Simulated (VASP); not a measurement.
Set up this calculation in VASP 6.6.1, as the native input.

- Task: single point
- Functional: PBE
- Potentials or basis: VASP PAW PBE potentials, release 64 (Al, Ni)
- Cutoff: 520 eV
- k mesh: 12 × 12 × 12
- Occupations: fermi-dirac, width 0.15 eV
- Spin: collinear spin, ferromagnetic start
- Starting moments: [0.0, 1.0] μB
- Dipole correction: no
- Further INCAR settings: ALGO = Normal; EDIFF = 1e-07; NBANDS = 18

The structure of AlNi lies in POSCAR:

```
AlNi
1.0
    2.8521900000      0.0000000000      0.0000000000
    0.0000000000      2.8521900000      0.0000000000
    0.0000000000      0.0000000000      2.8810000000
Al Ni
1 1
Direct
    0.0000000000      0.0000000000      0.0000000000
    0.5000000000      0.5000000000      0.5000000000
```

The input as run:

INCAR

```
PREC = Accurate ; ENCUT = 520
EDIFF = 1E-7 ; ISMEAR = -1
SIGMA = 0.15 ; LREAL = F
LASPH = T ; NELM = 150
ALGO = Normal ; ISIF = 2
LWAVE = F ; LCHARG = F
ISPIN = 2 ; MAGMOM = 0 1
LORBIT = 11 ; LMAXMIX = 4
GGA = PE ; NBANDS = 18
```

KPOINTS

```
Automatic mesh
0
Gamma
  12 12 12
```

Potentials or basis: VASP PAW PBE potentials, release 64 (Al, Ni).

The run is started by

```bash
$ cat potpaw_PBE.64/Al/POTCAR potpaw_PBE.64/Ni/POTCAR > POTCAR
$ mpirun -np 1 vasp_std > vasp.out
```

It gave:

```
Pressure                                              : 5.8 GPa
Net moment                                            : 0.00 μB per cell
Valence electrons inside the program's atomic spheres : Al 0.81; Ni 9.50
```

Caveat: the cell stands under pressure.

Run time: 62 s on 1 thread of Intel(R) Xeon(R) 6975P-C (Granite Rapids), with other jobs on the host, peak memory 0.24 GiB.
